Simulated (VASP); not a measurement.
Zn: single point with PBEsol

The system is Zn.

```
Zn
1.0
    -0.02639    1.89903    1.89707
     1.88485   -0.01994    1.89063
     1.87194    1.87968   -0.00703
Zn
1
Direct
  0.00000 0.00000 0.00000
```

This cell differs from its parent crystal: the cell strained at random.

```yaml
Program: VASP 6.6.1
Task: single point
Functional: PBEsol
Potentials_or_basis: VASP PAW PBE potentials, release 64 (Zn)
Cutoff: 520 eV
k_mesh: 16 × 16 × 16
Occupations: gaussian, width 0.1 eV
Spin: no spin polarisation
Dipole_correction: no
Further_INCAR_settings: ALGO = Fast; EDIFF = 1e-06; NBANDS = 12
```

```json
{
  "Pressure": "4.0 GPa",
  "Band gap on the k mesh": "zero (bands 6 and 7 overlap by 3.66 eV)"
}
```

Stress tensor (GPa, compression positive):
```
 4.16 -0.30  0.02
-0.30  4.04  0.22
 0.02  0.22  3.83
```

Levels at points of the mesh, in eV from the Fermi level:
```csv
k point,band 4,band 5,band 6,band 7,band 8,band 9
"(0.00, 0.00, 0.00)",-7.89,-7.46,-7.45,19.15,19.44,20.03
"(0.50, 0.00, 0.00)",-7.13,-7.11,-3.51,-1.41,16.61,16.90
"(0.00, 0.50, 0.00)",-7.13,-7.10,-3.46,-1.32,16.44,16.80
"(0.50, 0.50, 0.00)",-7.03,-7.02,-1.33,2.09,8.51,9.40
"(0.00, 0.00, 0.50)",-7.12,-7.09,-3.37,-1.12,16.19,16.50
"(0.50, 0.00, 0.50)",-7.03,-7.02,-1.35,2.07,8.82,9.13
"(0.00, 0.50, 0.50)",-7.02,-7.02,-1.27,2.18,8.88,8.90
"(0.50, 0.50, 0.50)",-7.12,-7.09,-3.31,-1.02,16.14,16.29
```

Wall time 95 s on 1 thread of Intel(R) Xeon(R) 6975P-C (Granite Rapids), with other jobs on the host, peak memory 0.4 GiB.

Caveat: the cell differs from its parent crystal (the cell strained at random); the cell stands under pressure; the PAW data sets were made with another functional, which shifts forces and pressure a little.
